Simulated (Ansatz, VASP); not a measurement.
Two plane-wave programs on Ru

```xyz
1
Lattice="0.0000 1.9955 1.9955 1.9955 0.0000 1.9955 1.9955 1.9955 0.0000" Properties=species:S:1:pos:R:3 pbc="T T T"
Ru    0.0000    0.0000    0.0000
```

Alike in both runs: task single point; functional PBE; k mesh 18 × 18 × 18; occupations gaussian, width 0.1 eV; no spin polarisation.

```csv
,VASP,Ansatz
version,VASP 6.6.1,Ansatz 0.2.0
potentials or method,"VASP PAW PBE potentials, release 64 (Ru_pv), cutoff 520 eV","scalar-relativistic, plane waves, PAW"
valence electrons in the cell,14,16
```

```tsv
	VASP	Ansatz	Ansatz less VASP
gap on the k mesh at the Fermi level (eV)	none	none	-
pressure (GPa)	-30.3	-30.2	+0.08
```

A gap of «none» marks a metal or a gap that the smearing closes. Both programs put the cell under strong tension, so it lies far from rest at this level. The functional is the same, so the differences come from potentials, cutoffs and numerics. VASP's potentials hold 14 valence electrons a cell and Ansatz's 16, so a difference there can come from the potentials and not from the codes.

Noted on VASP's run: the cell as given lies far from equilibrium.
